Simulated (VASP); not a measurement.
AlCo (zincblende type), 2 atoms in the cell. It takes space group F-43m (No. 216, cubic). The conventional cell has a = 4.296 Å, b = 4.296 Å, c = 4.296 Å, α = 90.00°, β = 90.00°, γ = 90.00°. Co (site symmetry -43m) has 4 Al at 1.86 Å within 2.5 Å. Within 2.5 Å of Al (site symmetry -43m) lie 4 Co at 1.86 Å. 

```yaml
Program: VASP 6.6.1
Task: single point
Functional: PBE
Potentials_or_basis: VASP PAW PBE potentials, release 64 (Co, Al)
Cutoff: 520 eV
k_mesh: 14 × 14 × 14
Occupations: fermi-dirac, width 0.05 eV
Spin: no spin polarisation
Dipole_correction: no
Further_INCAR_settings: ALGO = Normal; EDIFF = 1e-06; NBANDS = 13
```

Potentials or basis: VASP PAW PBE potentials, release 64 (Co, Al).

Command:

```console
$ cat potpaw_PBE.64/Co/POTCAR potpaw_PBE.64/Al/POTCAR > POTCAR
$ mpirun -np 1 vasp_std > vasp.out
```

Hardware: 1 thread of Intel(R) Xeon(R) Platinum 8488C (Sapphire Rapids), on a shared host.

Question: How long does it take, and how much memory?

Answer: Wall time 19 s on 1 thread of Intel(R) Xeon(R) Platinum 8488C (Sapphire Rapids) (shared host), peak memory 0.15 GiB. Counts: scf iterations 13, k points 104.
